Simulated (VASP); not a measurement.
# Be in VASP: a series of runs, part 2 of 2

VASP 6.6.1. Earlier steps stand in the parts before.

### Step 3. Single point, HSE06

Contents of POSCAR:

```
Be
1.0
   -1.2531209513      1.2531209513      1.2531209513
    1.2531209513     -1.2531209513      1.2531209513
    1.2531209513      1.2531209513     -1.2531209513
Be
1
Direct
    0.0000000000      0.0000000000      0.0000000000
```

Contents of INCAR.step1:

```
PREC     = Accurate       # precision mode
ENCUT    = 520            # plane-wave cutoff, eV
EDIFF    = 1E-5           # SCF threshold, eV
ISMEAR   = 0              # smearing method
SIGMA    = 0.1            # smearing width, eV
LREAL    = F              # projectors in reciprocal space
LASPH    = T              # aspherical terms in the spheres
NELM     = 80             # most SCF steps
ALGO     = Normal         # electronic algorithm
ISIF     = 2              # what is computed and relaxed
LWAVE    = T              # write WAVECAR
LCHARG   = F              # write CHGCAR
GGA      = PE             # functional
NBANDS   = 7              # bands
```

Contents of INCAR.step2:

```
PREC     = Accurate       # precision mode
ENCUT    = 520            # plane-wave cutoff, eV
EDIFF    = 1E-6           # SCF threshold, eV
ISMEAR   = 0              # smearing method
SIGMA    = 0.1            # smearing width, eV
LREAL    = F              # projectors in reciprocal space
LASPH    = T              # aspherical terms in the spheres
NELM     = 80             # most SCF steps
ALGO     = Normal         # electronic algorithm
ISIF     = 2              # what is computed and relaxed
LWAVE    = F              # write WAVECAR
LCHARG   = F              # write CHGCAR
GGA      = PE             # functional
LHFCALC  = T              # exact exchange
HFSCREEN = 0.2079         # screening, 1/A
PRECFOCK = Normal       
ISTART   = 1            
NBANDS   = 7              # bands
```

Contents of KPOINTS:

```
Automatic mesh
0
Gamma
  8 8 8
```

Potentials or basis: VASP PAW PBE potentials, release 64 (Be).

Run with:

```console
> cat potpaw_PBE.64/Be/POTCAR > POTCAR
> cp INCAR.step1 INCAR
> mpirun -np 1 vasp_std > vasp.out
> cp INCAR.step2 INCAR
> mpirun -np 1 vasp_std > vasp.out
```

OUTCAR:

```text
PREC = Accurate
   ENCUT = 520
   EDIFF = 1E-6
   ISMEAR = 0
   LREAL = F
   LASPH = T
   NELM = 80
   ISIF = 2
   GGA = PE
   LHFCALC = T
   HFSCREEN = 0.2079
   PRECFOCK = Normal
   ISTART = 1

 ion  position               nearest neighbor table
   1  0.000  0.000  0.000-

  LATTYP: Found a body centered cubic cell.
 ALAT       =     2.5062419026

  Lattice vectors:

 A1 = (  -1.2531209513,   1.2531209513,   1.2531209513)
 A2 = (   1.2531209513,  -1.2531209513,   1.2531209513)
 A3 = (   1.2531209513,   1.2531209513,  -1.2531209513)

Analysis of symmetry for initial positions (statically):
=====================================================================
 Subroutine PRICEL returns:
 Original cell was already a primitive cell.

 Routine SETGRP: Setting up the symmetry group for a
 body centered cubic supercell.

 Subroutine GETGRP returns: Found 48 space group operations
 (whereof 48 operations were pure point group operations)
 out of a pool of 48 trial point group operations.

The static configuration has the point symmetry O_h .

Analysis of symmetry for dynamics (positions and initial velocities):
=====================================================================
 Subroutine PRICEL returns:
 Original cell was already a primitive cell.

 Routine SETGRP: Setting up the symmetry group for a
 body centered cubic supercell.

 Subroutine GETGRP returns: Found 48 space group operations
 (whereof 48 operations were pure point group operations)
 out of a pool of 48 trial point group operations.

The dynamic configuration has the point symmetry O_h .

 Subroutine INISYM returns: Found 48 space group operations
 (whereof 48 operations are pure point group operations),
 and found     1 'primitive' translations

[... 113 lines left out ...]
  volume/ion in A,a.u.               =       7.87        53.12
  Fermi-wavevector in a.u.,A,eV,Ry     =   1.036904  1.959464 14.628572  1.075170
  Thomas-Fermi vector in A             =   2.171317
   LORBIT       =      0    0 simple, 1 ext, 2 COOP (PROOUT), +10 PAW based schemes
   GGA     = PE    functional components
   LHFCALC =     T    Hartree Fock is set to
   PRECFOCK=normal    Normal, Fast or Accurate (Low or Medium for compatibility)
   ENCUT4O =  -1.0   cutoff for four orbital integrals eV
   NKREDX  =     1    reduce k-point grid by
   NKREDY  =     1    reduce k-point grid by
   NKREDZ  =     1    reduce k-point grid by
   AEXX    =    0.2500 exact exchange contribution
   HFSCREEN=    0.2079 screening length (either q_TF or 0.3 A-1)
   HFSCREENC=   0.2079 screening length for correlation (either q_TF or 0.3 A-1)
   ENCUTFOCK=  -1.0 apply spherical cutoff to Coloumb kernel
   IVDW    =     0    specifies the selected vdW correction
   LEPSILON=     F    determine dielectric tensor
   LRPA    =     F    only Hartree local field effects (RPA)
 non-spin polarized calculation
 Gauss-broadening in eV      SIGMA  =   0.10
  energy-cutoff  :      520.00
  volume of cell :        7.87
 maximum number of plane-waves:       236
  NGX = 14; NGY = 14; NGZ = 14

 number of electron       2.0000000 magnetization

 Free energy of the ion-electron system (eV)
  ---------------------------------------------------
  ext. energy  EPLUGINS =         0.00000000
  ---------------------------------------------------
  free energy    TOTEN  =        -3.71037810 eV

  energy without entropy =       -3.70810284  energy(sigma->0) =       -3.70924047

 E-fermi :   8.0903     XC(G=0):  -8.7345

 val. band max:        6.9810252819   @ k =  -0.3750  -0.3750   0.1250
 cond. band min:       8.1290658037   @ k =   0.3750   0.2500   0.0000
 fundamental gap:      1.1480405218
 Fermi energy:         8.0902794210

 k-point     1 :       0.0000    0.0000    0.0000
  band No.  band energies     occupation
      1      -5.9763      2.00000
      2      28.7377      0.00000
      3      28.7377      0.00000
      4      28.7377      0.00000
      5      39.9915      0.00000
      6      39.9915      0.00000
      7      39.9915      0.00000
[... 221 lines left out ...]
 k-point    24 :      -0.3750    0.3750    0.2500
  band No.  band energies     occupation
      1       2.2840      2.00000
      2      13.6339      0.00000
      3      16.2653      0.00000
      4      23.9961      0.00000
      5      26.5740      0.00000
      6      35.5777      0.00000
      7      41.6329      0.00000

 [... further k-points ...]
[... 5 lines left out ...]
  --------------------------------------------------------------------------------------
  -------------------------------------------------------------------------------------
  Total       -0.0742186     -0.0742186     -0.0742186     -0.0000000      0.0000000      0.0000000
  in kB      -15.1072100    -15.1072100    -15.1072100     -0.0000000      0.0000000      0.0000000
  external PRESSURE =     -15.1072100 kB  Pullay stress =       0.0000000 kB

 VOLUME and BASIS-vectors are now :
 -----------------------------------------------------------------------------
  energy-cutoff  :      520.00
  volume of cell :        7.87
      direct lattice vectors                 reciprocal lattice vectors
    -1.253120951  1.253120951  1.253120951     0.000000000  0.399003783  0.399003783
     1.253120951 -1.253120951  1.253120951     0.399003783  0.000000000  0.399003783
     1.253120951  1.253120951 -1.253120951     0.399003783  0.399003783  0.000000000

 POSITION                                       TOTAL-FORCE (eV/Angst)
 -----------------------------------------------------------------------------------
      0.00000      0.00000      0.00000         0.000000      0.000000      0.000000
 -----------------------------------------------------------------------------------
    total drift:                                0.000000      0.000000      0.000000

  FREE ENERGIE OF THE ION-ELECTRON SYSTEM (eV)
  ---------------------------------------------------
  free  energy   TOTEN  =        -3.7103780995 eV

  energy  without entropy=       -3.7081028354  energy(sigma->0) =       -3.70924047
```

OUTCAR.step1:

```text
PREC = Accurate
   ENCUT = 520
   EDIFF = 1E-5
   ISMEAR = 0
   LREAL = F
   LASPH = T
[... 455 lines left out ...]

 POSITION                                       TOTAL-FORCE (eV/Angst)
 -----------------------------------------------------------------------------------
      0.00000      0.00000      0.00000         0.000000      0.000000      0.000000
 -----------------------------------------------------------------------------------
    total drift:                               -0.000000     -0.000000     -0.000000

  FREE ENERGIE OF THE ION-ELECTRON SYSTEM (eV)
  ---------------------------------------------------
  free  energy   TOTEN  =        -3.6797952636 eV

  energy  without entropy=       -3.6775199987  energy(sigma->0) =       -3.67865763
```

OSZICAR.step1:

```text
N       E                     dE             d eps       ncg     rms          rms(c)
DAV:   1    -0.209935010942E+01   -0.20994E+01   -0.10229E+03   455   0.238E+02
DAV:   2    -0.370672658082E+01   -0.16074E+01   -0.15952E+01   553   0.301E+01
DAV:   3    -0.370947737003E+01   -0.27508E-02   -0.27508E-02   448   0.116E+00
DAV:   4    -0.370947796740E+01   -0.59736E-06   -0.59773E-06   644   0.183E-02
DAV:   5    -0.370947796864E+01   -0.12471E-08   -0.26243E-10   469   0.531E-05    0.780E-01
DAV:   6    -0.368820234996E+01    0.21276E-01   -0.23636E-03   441   0.472E-01    0.480E-01
DAV:   7    -0.367981916106E+01    0.83832E-02   -0.23458E-03   413   0.494E-01    0.182E-02
DAV:   8    -0.367979501319E+01    0.24148E-04   -0.84928E-06   483   0.254E-02    0.666E-03
DAV:   9    -0.367979526364E+01   -0.25045E-06   -0.91760E-07   280   0.689E-03
   1 F= -.36797953E+01 E0= -.36786576E+01  d E =-.227526E-02
```

It took 3 min on 1 thread of Intel Xeon 8259CL, shared host; peak memory 0.21 GiB.

Results:

```
Free energy            : -3.7104 eV
Pressure               : -1.5 GPa
Band gap on the k mesh : zero (bands 1 and 2 overlap by 6.76 eV)
```

Levels at points of the mesh, in eV from the Fermi level:
```
           k point  band 1  band 2  band 3  band 4  band 5  band 6
(0.00, 0.00, 0.00)  -14.07   20.65   20.65   20.65   31.90   31.90
(0.50, 0.00, 0.00)   -6.05    0.47   13.30   16.54   21.37   27.36
(0.50, 0.50, 0.50)    5.65    5.65    5.65   11.50   11.50   20.04
```

Caveat: the k points lie up to 0.44 Å⁻¹ apart, too coarse for converged energies and pressures of a metal; the PAW data sets were made with another functional, which shifts forces and pressure a little.

### Step 4. Single point, RPBE+D3(BJ)

This run uses another cell than the first one, of 6.41 Å³/atom.

Contents of INCAR:

```
SYSTEM = Be
PREC     = Accurate       ! precision mode
ENCUT    = 520            ! plane-wave cutoff, eV
EDIFF    = 1E-6           ! SCF threshold, eV
ISMEAR   = -1             ! smearing method
SIGMA    = 0.1            ! smearing width, eV
LREAL    = .False.        ! projectors in reciprocal space
LASPH    = .True.         ! aspherical terms in the spheres
NELM     = 100            ! most SCF steps
ALGO     = Normal         ! electronic algorithm
ISIF     = 2              ! what is computed and relaxed
LWAVE    = .False.        ! write WAVECAR
LCHARG   = .False.        ! write CHGCAR
GGA      = RP             ! functional
IVDW     = 12             ! dispersion correction
NBANDS   = 7              ! bands
```

Contents of KPOINTS:

```
regular mesh
0
Gamma
  15 15 15
  0 0 0
```

Contents of POSCAR:

```
Be
1.0
    2.0268615849     -0.0000000001     -0.0000000002
   -0.6756205282      1.9109434284     -0.0000000002
   -0.6756205282     -0.9554717139      1.6549255543
Be
1
Direct
    0.0000000000      0.0000000000      0.0000000000
```

Potentials or basis: VASP PAW PBE potentials, release 64 (Be).

Run with:

```console
> cat potpaw_PBE.64/Be/POTCAR > POTCAR
> mpirun -np 1 vasp_std > vasp.out
```

OUTCAR:

```text
SYSTEM = Be
   PREC = Accurate
   ENCUT = 520
   EDIFF = 1E-6
   ISMEAR = -1
   LREAL = .False.
   LASPH = .True.
   NELM = 100
   ISIF = 2
   GGA = RP
   IVDW = 12
 IVDW          = 12

 ion  position               nearest neighbor table
   1  0.000  0.000  0.000-

  LATTYP: Found a body centered cubic cell.
 ALAT       =     2.3404181633

  Lattice vectors:

 A1 = (   2.0268615849,  -0.0000000001,  -0.0000000002)
 A2 = (  -0.6756205282,   1.9109434284,  -0.0000000002)
[... 417 lines left out ...]
      6      43.3512      0.00000
      7      48.8155      0.00000

 [... further k-points ...]

------------------------ aborting loop because EDIFF is reached ----------------------------------------

 Edisp (eV)   -1.61936

 E8    (eV) :    -0.8487

  FORCE on cell =-STRESS in cart. coord.  units (eV):
  Direction    XX          YY          ZZ          XY          YZ          ZX
  --------------------------------------------------------------------------------------
  -------------------------------------------------------------------------------------
  Total       0.00399     0.00399     0.00399     0.00000     0.00000    -0.00000
  in kB       0.99695     0.99695     0.99695     0.00000     0.00000    -0.00000
  external pressure =        1.00 kB  Pullay stress =        0.00 kB

 VOLUME and BASIS-vectors are now :
 -----------------------------------------------------------------------------
  energy-cutoff  :      520.00
  volume of cell :        6.41
      direct lattice vectors                 reciprocal lattice vectors
     2.026861585 -0.000000000 -0.000000000     0.493373602  0.174433910  0.302128394
    -0.675620528  1.910943428 -0.000000000     0.000000000  0.523301729  0.302128394
    -0.675620528 -0.955471714  1.654925554     0.000000000  0.000000000  0.604256788

 POSITION                                       TOTAL-FORCE (eV/Angst)
 -----------------------------------------------------------------------------------
      0.00000      0.00000      0.00000        -0.000000     -0.000000     -0.000000
 -----------------------------------------------------------------------------------
    total drift:                               -0.000000     -0.000000      0.000000

  FREE ENERGIE OF THE ION-ELECTRON SYSTEM (eV)
  ---------------------------------------------------
  free  energy   TOTEN  =        -4.8660425338 eV

  energy  without entropy=       -4.8626198158  energy(sigma->0) =       -4.86433117
```

stdout:

```text
POSCAR found type information on POSCAR Be
 POSCAR found :  1 types and       1 ions
 scaLAPACK will be used
 -----------------------------------------------------------------------------
|                                                                             |
|                                                                             |
|     You enforced a specific xc type in the INCAR file but a different       |
|     I HOPE YOU KNOW WHAT YOU ARE DOING!                                     |
|                                                                             |
 -----------------------------------------------------------------------------

 LDA part: xc-table for (Slater+PW92), standard interpolation
 POSCAR, INCAR and KPOINTS ok, starting setup
 FFT: planning ... GRIDC
 FFT: planning ... GRID_SOFT
 FFT: planning ... GRID
 WAVECAR not read
 entering main loop
```

It took 2.6 s on 1 thread of AMD EPYC 9R45 (Zen 5), shared host; peak memory 0.09 GiB.

Results:

```yaml
Free_energy: -4.8660 eV
Pressure: 0.1 GPa
Band_gap_on_the_k_mesh: zero (bands 1 and 2 overlap by 5.24 eV)
Dispersion_energy_per_atom: -1.619 eV
```

Caveat: the dispersion term is far too large for a dense solid, which distorts pressure and volume; the PAW data sets were made with another functional, which shifts forces and pressure a little.

### Step 5. Relaxation of cell and atoms, RPBE+D3(BJ)

Contents of INCAR:

```
  ALGO = Normal
  EDIFF = 1E-6
  EDIFFG = -0.01
  ENCUT = 600
  GGA = RP
  IBRION = 2
  ISIF = 3
  ISMEAR = -1
  IVDW = 12
  LASPH = T
  LCHARG = F
  LREAL = F
  LWAVE = F
  NELM = 100
  NSW = 80
  PREC = Accurate
  SIGMA = 0.1
```

Contents of KPOINTS:

```
k-points
0
Gamma
  15 15 15
```

Contents of POSCAR:

```
Be
1.0
    2.1704691600      0.0000000000      0.0000000000
   -0.7234897198      2.0463379486      0.0000000000
   -0.7234897198     -1.0231689739      1.7721806484
Be
1
Direct
    0.0000000000      0.0000000000      0.0000000000
```

Run with:

```console
> cat potpaw_PBE.64/Be/POTCAR > POTCAR
> mpirun -np 1 vasp_std > vasp.out
```

Run time: 5.8 s. Hardware: 1 thread of AMD EPYC 9R45 (Zen 5), shared host; peak memory 0.1 GiB.

It converged, with:

* Free energy: -4.8662 eV
* Relaxed volume: 6.40 Å³/atom
* Relaxed cell: a = 2.026 Å, b = 2.026 Å, c = 2.026 Å, α = 109.47°, β = 109.47°, γ = 109.47°
* Space group after relaxing (to 0.1 Å): Im-3m (No. 229)
* Energy gained by relaxing: 124.1 meV/atom
* Ionic steps: 4
* Pressure after relaxing: 0.2 GPa
* Band gap on the k mesh: zero (bands 1 and 2 overlap by 5.25 eV)
* Dispersion energy per atom: -1.621 eV

The path:
| step | energy change (eV) | largest force (eV/Å) | pressure (GPa) | volume (Å³) |
| --- | --- | --- | --- | --- |
| 1 | 0.0000 | 0.0000 | -23.79 | 7.87 |
| 2 | -0.1212 | 0.0000 | -4.65 | 6.61 |
| 3 | -0.1241 | 0.0000 | -0.42 | 6.43 |
| 4 | -0.1241 | 0.0000 | 0.25 | 6.40 |

Final structure:
```yaml
crystal:
  lattice:
    - [2.02612, 0.00000, 0.00000]
    - [-0.67537, 1.91024, 0.00000]
    - [-0.67537, -0.95512, 1.65432]
  atoms:
    - { symbol: Be, position: [0.00000, 0.00000, 0.00000] }
```

Levels at points of the mesh, in eV from the Fermi level:
```
           k point  band 1  band 2  band 3  band 4  band 5
(0.00, 0.00, 0.00)  -13.42   23.25   23.25   23.25   35.10
```

Caveat: the volume moved by over 15 % at a fixed basis, so the end points are rough; the dispersion term is far too large for a dense solid, which distorts pressure and volume; the PAW data sets were made with another functional, which shifts forces and pressure a little.

### Step 6. Summary

```tsv
task	level	cell	k mesh	cutoff (eV)	smearing	grid for exact exchange (PRECFOCK)	share of exact exchange	screening parameter	gap on the mesh (eV)	pressure (GPa)
single point	r2SCAN	a = 2.160, b = 2.177, c = 2.182 Å, angles 109.2, 111.3, 108.2°, 1 atom	11 × 11 × 11	520	fermi-dirac 0.005 eV	-	-	-	none	-0.5
single point	HSE06	a = 2.170 Å, angles 109.5°, 1 atom	8 × 8 × 8	520	gaussian 0.1 eV	Normal	0.25	0.2079 1/Å	none	-1.5
single point	RPBE+D3(BJ)	a = 2.027 Å, angles 109.5°, 1 atom	15 × 15 × 15	520	fermi-dirac 0.1 eV	-	-	-	none	0.1
relaxation of cell and atoms	RPBE+D3(BJ)	relaxed from a = 2.170 Å, angles 109.5°, 1 atom	15 × 15 × 15	600	fermi-dirac 0.1 eV	-	-	-	none	0.2
```

Alike in all rows: potentials or basis VASP PAW PBE potentials, release 64 (Be); no spin polarisation.

Caveats: some runs use coarse meshes; the PAW data sets were made with another functional, which shifts forces and pressure a little; the dispersion term is far too large for a dense solid, which distorts pressure and volume (at least some runs); the volume moved by over 15 % at a fixed basis, so the end points are rough (at least some runs).

Absolute energies hang on the potentials; compare differences alone.

The gap in the log of VASP goes by the Fermi energy; the results here count the filled bands.